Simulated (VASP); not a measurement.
Set up this calculation in VASP 6.6.1, as the native input.

```yaml
Task: single point
Functional: PBE
Potentials_or_basis: VASP PAW PBE potentials, release 64 (Al, Ga_d)
Cutoff: 520 eV
k_mesh: 24 × 24 × 24
Occupations: gaussian, width 0.1 eV
Spin: no spin polarisation
Dipole_correction: no
Further_INCAR_settings: ALGO = Fast; EDIFF = 1e-06; NBANDS = 15
```

The structure of AlGa lies in POSCAR:

```
AlGa
1.0
    1.4666040954      0.8467442860      4.6903839970
   -1.4666040954      0.8467442860      4.6903839970
    0.0000000000     -1.6934885219      4.6903840060
Al Ga
1 1
Direct
    0.0000000000      0.0000000000      0.0000000000
    0.5000000000      0.5000000000      0.5000000000
```

One way to write it, as run:

INCAR

```
SYSTEM = AlGa
ALGO = Fast
EDIFF = 1E-6
ENCUT = 520
GGA = PE
ISIF = 2
ISMEAR = 0
LASPH = .TRUE.
LCHARG = .FALSE.
LREAL = .FALSE.
LWAVE = .FALSE.
NBANDS = 15
NELM = 100
PREC = Accurate
SIGMA = 0.1
```

KPOINTS

```
k-points
0
G
  24 24 24
  0 0 0
```

Potentials or basis: VASP PAW PBE potentials, release 64 (Al, Ga_d).

The run is started by

```console
$ cat potpaw_PBE.64/Al/POTCAR potpaw_PBE.64/Ga_d/POTCAR > POTCAR
$ mpirun -np 1 vasp_std > vasp.out
```

Results of the run:

The pressure is 0.0 GPa and the band gap on the k mesh is zero (band 8 reaches 11.01 eV, above the bottom of band 9 at 4.77 eV).

Wall time 10 min on 1 thread of Intel(R) Xeon(R) 6975P-C (Granite Rapids), on a shared host, peak memory 0.83 GiB.
